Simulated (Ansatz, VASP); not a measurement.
# Ta4N: VASP beside Ansatz

```
CELL_PARAMETERS angstrom
4.23031 0.00000 0.00000
0.00000 4.23031 0.00000
0.00000 0.00000 4.23031
ATOMIC_POSITIONS crystal
Ta 0.50000 0.00000 0.00000
Ta 0.00000 0.50000 0.00000
Ta 0.00000 0.00000 0.50000
Ta 0.50000 0.50000 0.50000
N 0.00000 0.00000 0.00000
```

Change from the starting cell: species swapped into the Co4N type (Pm-3m, No. 221).

Alike in both runs: task single point; functional PBE; k mesh 4 × 4 × 4; occupations gaussian, width 0.1 eV; no spin polarisation.

|  | VASP | Ansatz |
| --- | --- | --- |
| version | VASP 6.6.1 | Ansatz 0.2.0 |
| potentials or method | VASP PAW PBE potentials, release 64 (Ta_pv, N), cutoff 520 eV | scalar-relativistic, plane waves, PAW |
| valence electrons in the cell | 49 | 57 |

```tsv
	VASP	Ansatz	Ansatz less VASP
gap on the k mesh at the Fermi level (eV)	none	none	-
pressure (GPa)	11.7	11.3	-0.31
```

A gap of «none» marks a metal or a gap that the smearing closes. VASP's potentials hold 49 valence electrons a cell and Ansatz's 57, so a difference there can come from the potentials and not from the codes.

The k mesh is coarse, so the values compare programs but aren't converged. Neither program's run includes spin-orbit coupling.
